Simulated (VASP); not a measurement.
# CdMo (P4/nmm) in VASP: single point with r2SCAN

Aim: the single point of CdMo with r2SCAN.

All numbers are computed with VASP 6.6.1; they aren't measurements. Logs are shortened: lines on timing, memory, paths and dates and some standing lists are left out, and cuts for length are marked.

## Step 1: The cell of the first run

Symmetry: P4/nmm, No. 129, tetragonal system. Conventional cell: a = 2.897 Å, b = 2.897 Å, c = 8.932 Å, α = 90.00°, β = 90.00°, γ = 90.00°. Mo (site symmetry 4mm) has 8 Mo at 2.81 to 2.90 Å and 4 Cd at 3.11 Å within 3.7 Å. Within 3.8 Å of Cd (site symmetry 4mm) lie 8 Cd at 2.90 to 3.10 Å and 4 Mo at 3.11 Å.

## Step 2: Single point, r2SCAN

POSCAR

```
CdMo
1.0
    2.8969890000      0.0000000000      0.0000000000
    0.0000000000      2.8969890000      0.0000000000
    0.0000000000      0.0000000000      8.9323830000
Mo Cd
2 2
Direct
    0.0000000000      0.5000000000      0.6080000000
    0.5000000000      0.0000000000      0.3920000000
    0.0000000000      0.5000000000      0.1300000000
    0.5000000000      0.0000000000      0.8700000000
```

INCAR.step1

```
ALGO     = Normal         # electronic algorithm
EDIFF    = 1E-4           # SCF threshold, eV
ENCUT    = 520            # plane-wave cutoff, eV
GGA      = PE             # functional
ISMEAR   = -1             # smearing method
LASPH    = T              # aspherical terms in the spheres
LCHARG   = F              # write CHGCAR
LREAL    = F              # projectors in reciprocal space
LWAVE    = T              # write WAVECAR
NBANDS   = 34             # bands
NELM     = 80             # most SCF steps
PREC     = Accurate       # precision mode
SIGMA    = 0.1            # smearing width, eV
```

INCAR.step2

```
ALGO     = Normal         # electronic algorithm
EDIFF    = 1E-6           # SCF threshold, eV
ENCUT    = 520            # plane-wave cutoff, eV
ISIF     = 2              # what is computed and relaxed
ISMEAR   = -1             # smearing method
ISTART   = 1            
LASPH    = T              # aspherical terms in the spheres
LCHARG   = F              # write CHGCAR
LMIXTAU  = T            
LREAL    = F              # projectors in reciprocal space
LWAVE    = F              # write WAVECAR
METAGGA  = R2SCAN         # meta-GGA
NBANDS   = 34             # bands
NELM     = 80             # most SCF steps
PREC     = Accurate       # precision mode
SIGMA    = 0.1            # smearing width, eV
```

KPOINTS

```
k-points
0
Gamma
  12 12 4
```

Potentials or basis: VASP PAW PBE potentials, release 64 (Mo_sv, Cd).

Command:

```sh
$ cat potpaw_PBE.64/Mo_sv/POTCAR potpaw_PBE.64/Cd/POTCAR > POTCAR
$ cp INCAR.step1 INCAR
$ mpirun -np 1 vasp_std > vasp.out
$ cp INCAR.step2 INCAR
$ mpirun -np 1 vasp_std > vasp.out
```

OUTCAR:

```text
EDIFF = 1E-6
   ENCUT = 520
   ISIF = 2
   ISMEAR = -1
   ISTART = 1
   LASPH = T
   LREAL = F
   METAGGA = R2SCAN
   NELM = 80
   PREC = Accurate

 ion  position               nearest neighbor table
   1  0.000  0.500  0.608-   2 2.81   2 2.81   2 2.81   2 2.81   4 3.11   4 3.11   4 3.11   4 3.11

   2  0.500  0.000  0.392-   1 2.81   1 2.81   1 2.81   1 2.81   3 3.11   3 3.11   3 3.11   3 3.11

   3  0.000  0.500  0.130-   4 3.10   4 3.10   4 3.10   4 3.10   2 3.11   2 3.11   2 3.11   2 3.11

   4  0.500  0.000  0.870-   3 3.10   3 3.10   3 3.10   3 3.10   1 3.11   1 3.11   1 3.11   1 3.11

  LATTYP: Found a simple tetragonal cell.
 ALAT       =     2.8969890000
 C/A-ratio  =     3.0833334196

  Lattice vectors:

 A1 = (   2.8969890000,   0.0000000000,   0.0000000000)
 A2 = (   0.0000000000,   2.8969890000,   0.0000000000)
 A3 = (   0.0000000000,   0.0000000000,   8.9323830000)

Analysis of symmetry for initial positions (statically):
=====================================================================
 Subroutine PRICEL returns:
 Original cell was already a primitive cell.

 Routine SETGRP: Setting up the symmetry group for a
 simple tetragonal supercell.

 Subroutine GETGRP returns: Found 16 space group operations
 (whereof  8 operations were pure point group operations)
 out of a pool of 16 trial point group operations.

The static configuration has the point symmetry D_2d.
 The point group associated with its full space group is D_4h.

Analysis of symmetry for dynamics (positions and initial velocities):
=====================================================================
 Subroutine PRICEL returns:
 Original cell was already a primitive cell.

 Routine SETGRP: Setting up the symmetry group for a
 simple tetragonal supercell.

 Subroutine GETGRP returns: Found 16 space group operations
 (whereof  8 operations were pure point group operations)
 out of a pool of 16 trial point group operations.

The dynamic configuration has the point symmetry D_2d.
 The point group associated with its full space group is D_4h.

 Subroutine INISYM returns: Found 16 space group operations
 (whereof  8 operations are pure point group operations),
 and found     1 'primitive' translations

----------------------------------------------------------------------------------------

                                     Primitive cell

  volume of cell :      74.9654

  direct lattice vectors                    reciprocal lattice vectors
     2.896989000  0.000000000  0.000000000     0.345185984  0.000000000  0.000000000
     0.000000000  2.896989000  0.000000000     0.000000000  0.345185984  0.000000000
     0.000000000  0.000000000  8.932383000     0.000000000  0.000000000  0.111952208

  length of vectors
     2.896989000  2.896989000  8.932383000     0.345185984  0.345185984  0.111952208

  position of ions in fractional coordinates (direct lattice)
     0.000000000  0.500000000  0.608000000
     0.500000000  0.000000000  0.392000000
     0.000000000  0.500000000  0.130000000
     0.500000000  0.000000000  0.870000000

  ion indices of the primitive-cell ions
   primitive index   ion index
                 1           1
                 2           2
                 3           3
                 4           4

----------------------------------------------------------------------------------------

 KPOINTS: k-points

Automatic generation of k-mesh.
 Grid dimensions read from file:
 generate k-points for:   12   12    4

 Generating k-lattice:

  Cartesian coordinates                     Fractional coordinates (reciprocal lattice)
     0.028765499  0.000000000  0.000000000     0.083333333  0.000000000  0.000000000
     0.000000000  0.028765499  0.000000000     0.000000000  0.083333333  0.000000000
     0.000000000  0.000000000  0.027988052     0.000000000  0.000000000  0.250000000

  Length of vectors
     0.028765499  0.028765499  0.027988052

  Shift w.r.t. Gamma in fractional coordinates (k-lattice)
     0.000000000  0.000000000  0.000000000

 Subroutine IBZKPT returns following result:
 ===========================================

 Found     84 irreducible k-points:

 Following reciprocal coordinates:
            Coordinates               Weight
  0.000000  0.000000  0.000000      1.000000
  0.083333  0.000000  0.000000      4.000000
  0.166667  0.000000  0.000000      4.000000
  0.250000  0.000000  0.000000      4.000000
  0.333333  0.000000  0.000000      4.000000
  0.416667  0.000000  0.000000      4.000000
[... 16 lines left out ...]
  0.333333  0.333333  0.000000      4.000000
  0.416667  0.333333  0.000000      8.000000
 [... further k-points ...]
   k-points           NKPTS =     84   k-points in BZ     NKDIM =     84   number of bands    NBANDS=     34
   number of dos      NEDOS =    301   number of ions     NIONS =      4
   total plane-waves  NPLWV =  40320
   dimension x,y,z NGX =    24 NGY =   24 NGZ =   70
   dimension x,y,z NGXF=    48 NGYF=   48 NGZF=  140
   ions per type =               2   2
   NGX,Y,Z   is equivalent  to a cutoff of  13.77, 13.77, 13.03 a.u.
   NGXF,Y,Z  is equivalent  to a cutoff of  27.55, 27.55, 26.06 a.u.
 SYSTEM =  unknown system
   PREC   = accura    normal or accurate (medium, high low for compatibility)
   ISTART =      1    job   : 0-new  1-cont  2-samecut
   ICHARG =      0    charge: 1-file 2-atom 10-const
   ISPIN  =      1    spin polarized calculation?
   LNONCOLLINEAR =      F non collinear calculations
   LSORBIT =      F    spin-orbit coupling
   LASPH  =      T    aspherical Exc in radial PAW
   ENCUT  =  520.0 eV  38.22 Ry    6.18 a.u.   5.39  5.39 16.61*2*pi/ulx,y,z
   NELM   =     80;   NELMIN=  2; NELMDL=  0     # of ELM steps
   EDIFF  = 0.1E-05   stopping-criterion for ELM
   LREAL  =      F    real-space projection
   EDIFFG = 0.1E-04   stopping-criterion for IOM
   NSW    =      0    number of steps for IOM
   IBRION =     -1    ionic relax: 0-MD 1-quasi-New 2-CG
   NFREE  =      0    steps in history (QN), initial steepest desc. (CG)
   ISIF   =      2    stress and relaxation
   ISYM   =      2    0-nonsym 1-usesym 2-fastsym
   POTIM  = 0.5000    time-step for ionic-motion
   TEBEG  =    0.0;   TEEND  =   0.0 temperature during run
   PSTRESS=    0.0 pullay stress
   NELECT =      52.0000    total number of electrons
   NUPDOWN=      -1.0000    fix difference up-down
   EMIN   =  10.00;   EMAX   =-10.00  energy-range for DOS
   EFERMI =   0.00;   METHOD = LEGACY
   ISMEAR =    -1;   SIGMA  =   0.10  broadening in eV -4-tet -1-fermi 0-gaus
   EFERMI_NEDOS =   21; number of points for ismear=-14 and -15
   IALGO  =     38    algorithm
   IMIX   =      4    mixing-type and parameters
     AMIX     =   0.40;   BMIX     =  1.00
     AMIX_MAG =   1.60;   BMIX_MAG =  1.00
  volume/ion in A,a.u.               =      18.74       126.47
  Fermi-wavevector in a.u.,A,eV,Ry     =   1.449180  2.738553 28.573895  2.100122
  Thomas-Fermi vector in A             =   2.566936
   LORBIT       =      0    0 simple, 1 ext, 2 COOP (PROOUT), +10 PAW based schemes
   METAGGA = R2SCAN    functional components
   LHFCALC =     F    Hartree Fock is set to
   AEXX    =    0.0000 exact exchange contribution
   IVDW    =     0    specifies the selected vdW correction
   LEPSILON=     F    determine dielectric tensor
   LRPA    =     F    only Hartree local field effects (RPA)
 non-spin polarized calculation
  energy-cutoff  :      520.00
  volume of cell :       74.97
 maximum number of plane-waves:      2057
 NGX is ok and might be reduce to    24
   NGX = 11   NGY = 11   NGZ = 33

 number of electron      51.9999987 magnetization

 Free energy of the ion-electron system (eV)
  ---------------------------------------------------
  ext. energy  EPLUGINS =         0.00000000
  ---------------------------------------------------
  free energy    TOTEN  =       -90.44892433 eV

  energy without entropy =      -90.28728235  energy(sigma->0) =      -90.36810334

 E-fermi :   6.6613     XC(G=0): -13.0579

 val. band max:        6.6590648613   @ k =   0.0000   0.0000   0.5000
 cond. band min:       6.6667729183   @ k =   0.0833   0.0000   0.0000
 fundamental gap:      0.0077080570
 Fermi energy:         6.6613455146

 k-point     1 :       0.0000    0.0000    0.0000
  band No.  band energies     occupation
      1     -56.1435      2.00000
      2     -55.9706      2.00000
      3     -29.8076      2.00000
      4     -29.1882      2.00000
      5     -29.1882      2.00000
      6     -29.1842      2.00000
[... 26 lines left out ...]
     33      11.5718      0.00000
     34      17.0171      0.00000

 k-point     2 :       0.0833    0.0000    0.0000
  band No.  band energies     occupation
      1     -56.1365      2.00000
      2     -55.9693      2.00000
      3     -29.8001      2.00000
      4     -29.2875      2.00000
      5     -29.1801      2.00000
      6     -29.1274      2.00000
[... 26 lines left out ...]
     33      11.6723      0.00000
     34      15.5870      0.00000

 k-point     3 :       0.1667    0.0000    0.0000
  band No.  band energies     occupation
      1     -56.1165      2.00000
      2     -55.9664      2.00000
      3     -29.7825      2.00000
      4     -29.4266      2.00000
      5     -29.1568      2.00000
      6     -29.1049      2.00000
[... 26 lines left out ...]
     33      11.8497      0.00000
     34      13.3185      0.00000
[... 704 lines left out ...]
 k-point    23 :       0.3333    0.3333    0.0000
  band No.  band energies     occupation
      1     -55.9858      2.00000
      2     -55.9419      2.00000
      3     -29.7271      2.00000
      4     -29.6499      2.00000
      5     -29.5033      2.00000
      6     -29.3407      2.00000
[... 26 lines left out ...]
     33      11.4770      0.00000
     34      13.8463      0.00000

 k-point    24 :       0.4167    0.3333    0.0000
  band No.  band energies     occupation
      1     -55.9638      2.00000
      2     -55.9411      2.00000
      3     -29.7542      2.00000
      4     -29.7266      2.00000
      5     -29.4605      2.00000
      6     -29.3621      2.00000
[... 26 lines left out ...]
     33      12.0779      0.00000
     34      12.5512      0.00000

 [... further k-points ...]

------------------------ aborting loop because EDIFF is reached ----------------------------------------

  FORCE on cell =-STRESS in cart. coord.  units (eV):
  Direction    XX          YY          ZZ          XY          YZ          ZX
  --------------------------------------------------------------------------------------
  -------------------------------------------------------------------------------------
  Total       -2.9005493     -2.9005493     -2.0877621      0.0000000      0.0000000      0.0000000
  in kB      -61.9911661    -61.9911661    -44.6201026      0.0000000      0.0000000      0.0000000
  external PRESSURE =     -56.2008116 kB  Pullay stress =       0.0000000 kB

 VOLUME and BASIS-vectors are now :
 -----------------------------------------------------------------------------
  energy-cutoff  :      520.00
  volume of cell :       74.97
      direct lattice vectors                 reciprocal lattice vectors
     2.896989000  0.000000000  0.000000000     0.345185984  0.000000000  0.000000000
     0.000000000  2.896989000  0.000000000     0.000000000  0.345185984  0.000000000
     0.000000000  0.000000000  8.932383000     0.000000000  0.000000000  0.111952208

 POSITION                                       TOTAL-FORCE (eV/Angst)
 -----------------------------------------------------------------------------------
      0.00000      1.44849      5.43089        -0.000000     -0.000000      0.316657
      1.44849      0.00000      3.50149         0.000000     -0.000000     -0.316657
      0.00000      1.44849      1.16121        -0.000000      0.000000      0.573284
      1.44849      0.00000      7.77117        -0.000000     -0.000000     -0.573284
 -----------------------------------------------------------------------------------
    total drift:                                0.000000      0.000000      0.000000

  FREE ENERGIE OF THE ION-ELECTRON SYSTEM (eV)
  ---------------------------------------------------
  free  energy   TOTEN  =       -90.4489243347 eV

  energy  without entropy=      -90.2872823523  energy(sigma->0) =      -90.36810334
```

It took 8.3 min on 1 thread of Intel Xeon Platinum 8375C at 2.90GHz (Ice Lake), shared host; peak memory 0.33 GiB.

What came out:

- Free energy: -90.4489 eV
- Pressure: -5.6 GPa
- Largest force: 0.573 eV/Å
- Band gap on the k mesh: zero (bands 26 and 27 overlap by 1.97 eV)

Forces on the atoms (eV/Å):
```
Mo   0.000  0.000  0.317
Mo   0.000  0.000 -0.317
Cd   0.000  0.000  0.573
Cd   0.000  0.000 -0.573
```

Caveat: the cell stands under tension; the PAW data sets were made with another functional, which shifts forces and pressure a little.
